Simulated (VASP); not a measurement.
ZnSe (Stilleite), 2 atoms in the cell. Symmetry: F-43m, No. 216, cubic system. The conventional cell has a = 5.668 Å, b = 5.668 Å, c = 5.668 Å, α = 90.00°, β = 90.00°, γ = 90.00°. Within 3.2 Å of Zn (site symmetry -43m) lie 4 Se at 2.45 Å. Within 3.2 Å of Se (site symmetry -43m) lie 4 Zn at 2.45 Å. 

```yaml
Program: VASP 6.6.1
Task: single point
Functional: r2SCAN
Potentials_or_basis: VASP PAW PBE potentials, release 64 (Zn, Se)
Cutoff: 520 eV
k_mesh: 6 × 6 × 6
Occupations: gaussian, width 0.01 eV
Spin: no spin polarisation
Dipole_correction: no
Further_INCAR_settings: ALGO = Normal; EDIFF = 1e-06; NBANDS = 16
```

Potentials or basis: VASP PAW PBE potentials, release 64 (Zn, Se).

Launch:

```sh
$ cat potpaw_PBE.64/Zn/POTCAR potpaw_PBE.64/Se/POTCAR > POTCAR
$ cp INCAR.step1 INCAR
$ mpirun -np 1 vasp_std > vasp.out
$ cp INCAR.step2 INCAR
$ mpirun -np 1 vasp_std > vasp.out
```

Hardware: 1 thread of Intel(R) Xeon(R) Platinum 8259CL CPU @ 2.50GHz (Skylake/Cascade Lake) (shared host).

**Question.** Estimate the wall time of this run.

**Answer.** It took 58 s on 1 thread of Intel(R) Xeon(R) Platinum 8259CL CPU @ 2.50GHz (Skylake/Cascade Lake) (shared host), peak memory 0.17 GiB. Counts: k points 16.
